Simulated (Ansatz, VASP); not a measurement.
# One calculation of In, two programs

```xyz
2
Lattice="0.0000 3.4581 3.4581 3.4581 0.0000 3.4581 3.4581 3.4581 0.0000" Properties=species:S:1:pos:R:3 pbc="T T T"
In    0.8645    0.8645    0.8645
In    6.0517    6.0517    6.0517
```

Alike in both runs: task single point; functional revPBE; k mesh 9 × 9 × 9; occupations fermi-dirac, width 0.1 eV; no spin polarisation.

```csv
,VASP,Ansatz
version,VASP 6.6.1,Ansatz 0.2.0
potentials or method,"VASP PAW PBE potentials, release 64 (In_d), cutoff 520 eV","plane waves (420 eV) with PAW, scalar-relativistic"
valence electrons in the cell,26,26
```

|  | VASP | Ansatz | Ansatz less VASP |
| --- | --- | --- | --- |
| pressure (GPa) | -0.6 | -0.6 | +0.01 |

VASP's potentials were made for PBE, not for revPBE.
